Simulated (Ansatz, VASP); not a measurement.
TiTe2 in VASP and in Ansatz

The input INCAR:

```
ALGO = Normal
EDIFF = 1E-6
ENCUT = 520
GGA = PS
ISIF = 2
ISMEAR = 0
LASPH = True
LCHARG = False
LREAL = False
LWAVE = False
NBANDS = 19
NELM = 60
PREC = Accurate
SIGMA = 0.1
```

Contents of KPOINTS:

```
k-points
0
Gamma
  12 12 6
```

POSCAR

```
TiTe2
1.0
    3.7770008876      0.0000000000      0.0000000000
   -1.8885004438      3.2709787188      0.0000000000
    0.0000000000      0.0000000000      6.4980000000
Ti Te
1 2
Direct
    0.0000000000      0.0000000000      0.0000000000
    0.6666666667      0.3333333333      0.2858840259
    0.3333333333      0.6666666667      0.7372000000
```

Input for Ansatz:

```yaml
crystal:
  lattice:
    - [3.7770008876, 0.0, 0.0]
    - [-1.8885004438, 3.2709787188, 0.0]
    - [0.0, 0.0, 6.498]
  atoms:
    - { symbol: Ti, position: [0.0, 0.0, 0.0] }
    - { symbol: Te, position: [0.6666666667, 0.3333333333, 0.2858840259] }
    - { symbol: Te, position: [0.3333333333, 0.6666666667, 0.7372] }
basis:
  ecutwfc: 420
kpoints:
  mp_grid: { grid: [12, 12, 6] }
hamiltonian:
  xc: pbesol
scf:
  occupations: { method: gaussian, width: 0.1 }
output:
  forces: true
  stress: true
  eigenvalues: true
```

Change from the starting cell: one atom moved.

Alike in both runs: task single point; functional PBEsol; k mesh 12 × 12 × 6; occupations gaussian, width 0.1 eV; no spin polarisation.

|  | VASP | Ansatz |
| --- | --- | --- |
| version | VASP 6.6.1 | Ansatz 0.2.0 |
| potentials or method | VASP PAW PBE potentials, release 64 (Ti_sv, Te), cutoff 520 eV | scalar-relativistic, plane waves, PAW |
| valence electrons in the cell | 24 | 44 |

Ansatz gave:

| Quantity | Value |
| --- | --- |
| gap on the k mesh at the Fermi level (eV) | none |
| pressure (GPa) | -4.4 |
| traceless stress, the component that is largest in VASP (GPa) | -0.66 |
| rms of the force components (eV/Å) | 0.449 |

**Question.** What did VASP give for the same quantities?

**Answer.** gap on the k mesh at the Fermi level (eV): none; pressure (GPa): -4.4; traceless stress, the component that is largest in VASP (GPa): -0.65; rms of the force components (eV/Å): 0.442.

VASP's potentials were made for PBE, not for PBEsol. Atom by atom the forces differ by 0.009 eV/Å (rms over components). A gap of «none» marks a metal or a gap that the smearing closes. VASP's potentials hold 24 valence electrons a cell and Ansatz's 44, so a difference there can come from the potentials and not from the codes.

Spin-orbit coupling is off throughout.
